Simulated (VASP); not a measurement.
# GaSb (lda) (F-43m) in VASP: a series of runs, part 2 of 2

VASP 6.6.1.

## (3) Single point, LDA

File INCAR:

```
SYSTEM = GaSb
PREC = Accurate
ENCUT = 500
EDIFF = 1E-6
ISMEAR = -1
SIGMA = 0.15
LREAL = .False.
LASPH = .True.
NELM = 120
ALGO = Normal
ISIF = 2
LWAVE = .False.
LCHARG = .False.
NBANDS = 16
GGA_COMPAT = .False.
```

File KPOINTS:

```
Automatic mesh
0
Gamma
  12 12 12
  0 0 0
```

File POSCAR:

```
GaSb
1.0
    0.0000000000      3.0252971452      3.0252971452
    3.0252971452      0.0000000000      3.0252971452
    3.0252971452      3.0252971452      0.0000000000
Ga Sb
1 1
Direct
    0.0000000000      0.0000000000      0.0000000000
    0.2500000000      0.2500000000      0.2500000000
```

Potentials or basis: VASP PAW LDA potentials, release 64 (Ga_d, Sb).

Command:

```console
$ cat potpaw_LDA.64/Ga_d/POTCAR potpaw_LDA.64/Sb/POTCAR > POTCAR
$ mpirun -np 1 vasp_std > vasp.out
```

Run time: 18 s. Hardware: 1 thread of Intel Xeon 6975P-C (Granite Rapids), shared host; peak memory 0.19 GiB.

It converged, with:

```
Free energy : -8.6757 eV
Pressure    : 0.2 GPa
```

Levels at points of the mesh, in eV from the Fermi level:
| k point | band 6 | band 7 | band 8 | band 9 | band 10 | band 11 | band 12 | band 13 |
| --- | --- | --- | --- | --- | --- | --- | --- | --- |
| (0.00, 0.00, 0.00) | -11.95 | -0.20 | -0.20 | -0.20 | -0.08 | 2.55 | 2.55 | 2.55 |
| (0.50, 0.00, 0.00) | -10.24 | -6.77 | -1.40 | -1.40 | 0.17 | 3.52 | 3.52 | 6.10 |
| (0.50, 0.50, 0.00) | -9.37 | -7.20 | -2.89 | -2.89 | 0.60 | 0.91 | 8.60 | 8.60 |

Caveat: spin-orbit coupling is left out, which moves the levels of the heavy elements.

## (4) Relaxation of cell and atoms, LDA

File INCAR:

```
PREC = Accurate
ENCUT = 500
EDIFF = 1E-7
ISMEAR = -1
SIGMA = 0.15
LREAL = F
LASPH = T
NELM = 120
ALGO = Normal
ISIF = 3
LWAVE = F
LCHARG = F
GGA = CA
IBRION = 2
NSW = 80
EDIFFG = -0.001
GGA_COMPAT = F
NELMIN = 4
```

File KPOINTS:

```
Automatic mesh
0
Gamma
  12 12 12
```

File POSCAR:

```
GaSb
1.0
    0.0000000000      3.0244937292      3.0244937292
    3.0244937292      0.0000000000      3.0244937292
    3.0244937292      3.0244937292      0.0000000000
Ga Sb
1 1
Direct
    0.0000000000      0.0000000000      0.0000000000
    0.2500000000      0.2500000000      0.2500000000
```

Potentials or basis: VASP PAW LDA potentials, release 64 (Ga_d, Sb).

Command:

```console
$ cat potpaw_LDA.64/Ga_d/POTCAR potpaw_LDA.64/Sb/POTCAR > POTCAR
$ mpirun -np 1 vasp_std > vasp.out
```

OUTCAR:

```text
PREC = Accurate
   ENCUT = 500
   EDIFF = 1E-7
   ISMEAR = -1
   LREAL = F
   LASPH = T
   NELM = 120
   ISIF = 3
   GGA = CA
   IBRION = 2
   NSW = 80
   EDIFFG = -0.001
   NELMIN = 4

 ion  position               nearest neighbor table
   1  0.000  0.000  0.000-   2 2.62   2 2.62   2 2.62   2 2.62
   2  0.250  0.250  0.250-   1 2.62   1 2.62   1 2.62   1 2.62

  LATTYP: Found a face centered cubic cell.
 ALAT       =     6.0489874584

  Lattice vectors:

 A1 = (   0.0000000000,   3.0244937292,   3.0244937292)
 A2 = (   3.0244937292,   0.0000000000,   3.0244937292)
 A3 = (   3.0244937292,   3.0244937292,   0.0000000000)

Analysis of symmetry for initial positions (statically):
=====================================================================
 Subroutine PRICEL returns:
 Original cell was already a primitive cell.
[... 265 lines left out ...]
      5     -10.1604      2.00000
      6      -6.7391      2.00000
      7       4.9871      1.56745
      8       4.9871      1.56745
      9       4.9871      1.56745
     10       5.0760      1.33403
     11       7.7300      0.00000
     12       7.7300      0.00000
     13       7.7300      0.00000
[... 354 lines left out ...]
  band No.  band energies     occupation
      1     -10.2484      2.00000
      2     -10.2002      2.00000
      3     -10.1991      2.00000
      4     -10.1623      2.00000
      5     -10.1606      2.00000
      6      -4.8421      2.00000
      7      -1.4731      2.00000
      8       2.1267      2.00000
      9       3.4567      1.99998
     10       6.6516      0.00011
     11       8.7125      0.00000
     12       9.5348      0.00000
     13      11.8890      0.00000

 [... further k-points ...]

------------------------ aborting loop because EDIFF is reached ----------------------------------------

  FORCE on cell =-STRESS in cart. coord.  units (eV):
  Direction    XX          YY          ZZ          XY          YZ          ZX
  --------------------------------------------------------------------------------------
  -------------------------------------------------------------------------------------
  Total       -0.0018796     -0.0018796     -0.0018796      0.0000000     -0.0000000     -0.0000000
  in kB       -0.0541875     -0.0541875     -0.0541875      0.0000000     -0.0000000     -0.0000000
  external PRESSURE =      -0.0541875 kB  Pullay stress =       0.0000000 kB
[... 17 lines left out ...]
  FREE ENERGIE OF THE ION-ELECTRON SYSTEM (eV)
  ---------------------------------------------------
  free  energy   TOTEN  =        -8.6758137101 eV

  energy  without entropy=       -8.6693941175  energy(sigma->0) =       -8.67260391

 reached required accuracy - stopping structural energy minimisation
```

Wall time 35 s (1 thread of Intel Xeon 6975P-C (Granite Rapids), shared host); peak memory 0.19 GiB.

Results:

```yaml
Free_energy: -8.6758 eV
Relaxed_volume: 27.79 Å³/atom
Relaxed_cell: a = 4.283 Å, b = 4.283 Å, c = 4.283 Å, α = 60.00°, β = 60.00°, γ = 60.00°
Space_group_after_relaxing_to_0.05_Å: F-43m (No. 216)
Energy_gained_by_relaxing: 0.1 meV/atom
Ionic_steps: 3
Pressure_after_relaxing: 0.0 GPa
```

Step by step:
```csv
step,energy change (eV),largest force (eV/Å),pressure (GPa),volume (Å³)
1,0.0000,0.0000,0.22,55.33
2,-0.0002,0.0000,-0.06,55.64
3,-0.0002,0.0000,-0.01,55.57
```

Final structure:
```
Ga Sb
1.0
     0.00000    3.02888    3.02888
     3.02888    0.00000    3.02888
     3.02888    3.02888    0.00000
Ga Sb
1 1
Cartesian
  0.0000 0.0000 0.0000
  1.5144 1.5144 1.5144
```

Caveat: spin-orbit coupling is left out, which moves the levels of the heavy elements.

## (5) Overview

| task | cell | smearing | pressure (GPa) |
| --- | --- | --- | --- |
| single point | a = 4.277 Å, angles 60.0°, 2 atoms | gaussian 0.1 eV | 0.2 |
| single point | a = 4.278 Å, angles 60.0°, 2 atoms | fermi-dirac 0.15 eV | 0.2 |
| relaxation of cell and atoms | relaxed from a = 4.277 Å, angles 60.0°, 2 atoms | fermi-dirac 0.15 eV | 0.0 |

Alike in all rows: level LDA; potentials or basis VASP PAW LDA potentials, release 64 (Ga_d, Sb); no spin polarisation; k mesh 12 × 12 × 12; cutoff (eV) 500.

Caveats: spin-orbit coupling is left out, which moves the levels of the heavy elements.

Total energies depend on the potentials used, so only differences within one code and one set of settings carry meaning.
